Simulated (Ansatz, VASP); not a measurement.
**One calculation of In4O, two programs**

```
CELL_PARAMETERS angstrom
-3.23800 3.23800 3.23800
3.23800 -3.23800 3.23800
3.23800 3.23800 -3.23800
ATOMIC_POSITIONS crystal
In 0.40294 0.40294 0.40294
In 0.59706 0.00000 0.00000
In 0.00000 0.00000 0.59706
In 0.00000 0.59706 0.00000
O 0.00000 0.00000 0.00000
```

Change from the starting cell: species swapped into the GeF4 type (I-43m, No. 217).

Alike in both runs: functional PBE; k mesh 8 × 8 × 8; occupations gaussian, width 0.1 eV; no spin polarisation.

Ansatz relaxed the structure, and its values are those at the end. VASP's run is a single point on that final structure, the one shown.

|  | VASP | Ansatz |
| --- | --- | --- |
| version | VASP 6.6.1 | Ansatz 0.2.0 |
| potentials or method | VASP PAW PBE potentials, release 64 (In_d, O), cutoff 520 eV | scalar-relativistic, plane waves, PAW |
| valence electrons in the cell | 58 | 58 |

|  | VASP | Ansatz | Ansatz less VASP |
| --- | --- | --- | --- |
| gap on the k mesh at the Fermi level (eV) | none | none | - |
| pressure (GPa) | 0.0 | 0.0 | -0.01 |
| rms of the force components (eV/Å) | 0.015 | 0.004 | -0.0112 |

A gap of «none» marks a metal or a gap that the smearing closes. With one functional, cell and mesh, what is left measures potentials, basis and numerics.
